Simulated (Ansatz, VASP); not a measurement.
**CsCdCl3 in VASP and in Ansatz**

Contents of INCAR:

```
  PREC = Accurate
  ENCUT = 520
  EDIFF = 1E-6
  ISMEAR = 0
  SIGMA = 0.05
  LREAL = False
  LASPH = True
  NELM = 60
  ALGO = Normal
  ISIF = 2
  LWAVE = False
  LCHARG = False
  NBANDS = 29
```

File KPOINTS:

```
regular mesh
0
Gamma
  6 6 6
```

The input POSCAR:

```
CsCdCl3
1.0
    5.2000000000      0.0000000000      0.0000000000
    0.0000000000      5.2260000000      0.0000000000
    0.0000000000      0.0000000000      5.2000000000
Cs Cd Cl
1 1 3
Direct
    0.0000000000      0.0000000000      0.0000000000
    0.5000000000      0.5000000000      0.5000000000
    0.0000000000      0.5000000000      0.5000000000
    0.5000000000      0.0000000000      0.5000000000
    0.5000000000      0.5000000000      0.0000000000
```

Input for Ansatz:

```yaml
crystal:
  lattice:
    - [5.2, 0.0, 0.0]
    - [0.0, 5.226, 0.0]
    - [0.0, 0.0, 5.2]
  atoms:
    - { symbol: Cs, position: [0.0, 0.0, 0.0] }
    - { symbol: Cd, position: [0.5, 0.5, 0.5] }
    - { symbol: Cl, position: [0.0, 0.5, 0.5] }
    - { symbol: Cl, position: [0.5, 0.0, 0.5] }
    - { symbol: Cl, position: [0.5, 0.5, 0.0] }
basis:
  ecutwfc: 420
kpoints:
  mp_grid: { grid: [6, 6, 6] }
hamiltonian:
  xc: lda
scf:
  occupations: { method: gaussian, width: 0.05 }
output:
  forces: true
  stress: true
  eigenvalues: true
```

Change from the starting cell: strain +0.0050 x Voigt [0, 1, 0, 0, 0, 0], atoms carried along.

Alike in both runs: task single point; functional LDA; k mesh 6 × 6 × 6; occupations gaussian, width 0.05 eV; no spin polarisation.

|  | VASP | Ansatz |
| --- | --- | --- |
| version | VASP 6.6.1 | Ansatz 0.2.0 |
| potentials or method | VASP PAW LDA potentials, release 64 (Cs_sv, Cd, Cl), cutoff 520 eV | scalar-relativistic, plane waves, PAW |
| valence electrons in the cell | 42 | 50 |

VASP gave:

```
gap on the k mesh at the Fermi level (eV)                     : 1.52
least direct gap on the mesh (eV)                             : 2.10
pressure (GPa)                                                : -1.9
traceless stress, the component that is largest in VASP (GPa) : -0.14
```

Problem. Which values does Ansatz return?

Solution. gap on the k mesh at the Fermi level (eV): 1.49; least direct gap on the mesh (eV): 2.08; pressure (GPa): -2.1; traceless stress, the component that is largest in VASP (GPa): -0.13.

LDA's correlation is that of Perdew and Zunger in VASP and of Perdew and Wang (1992) in Ansatz. VASP's potentials hold 42 valence electrons a cell and Ansatz's 50, so a difference there can come from the potentials and not from the codes.

Spin-orbit coupling is off throughout.
